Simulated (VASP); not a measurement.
Runs of VASP 6.6.1 on Al2O3. The structure is that of space group R-3c (No. 167), or close to it. The cells are those of the table. 

| task | cell | gap on the mesh (eV) | pressure (GPa) | largest force (eV/Å) |
| --- | --- | --- | --- | --- |
| single point | a = 5.355 Å, angles 55.2°, 10 atoms | 4.72 | -18.2 | 0.01 |
| single point | a = 5.235 Å, angles 55.3°, 10 atoms | 5.50 | -6.6 | - |
| single point | a = 5.287 Å, angles 55.2°, 10 atoms | 5.16 | -12.1 | - |
| single point | a = 5.130 Å, angles 55.3°, 10 atoms | 6.22 | 7.2 | - |
| single point | a = 5.013 Å, angles 55.5°, 10 atoms | 7.01 | 26.2 | 0.01 |
| relaxation of the atoms | atoms relaxed from a = 5.130 Å, angles 55.3°, 10 atoms | 6.22 | 7.2 | 0.01 |
| single point | a = 4.955 Å, angles 55.5°, 10 atoms | (c) | 38.0 | 0.01 |
| single point | a = 5.181 Å, angles 55.3°, 10 atoms | (a) | (b) | - |

Alike in all rows: level PBE; potentials or basis VASP PAW PBE potentials, release 64 (Al, O); no spin polarisation; k mesh 6 × 6 × 6; cutoff (eV) 520; smearing gaussian 0.02 eV.

Q: Fill in the values left out.

A: (a) 5.85; (b) -0.1; (c) 7.44.

A k mesh can miss the band edges.
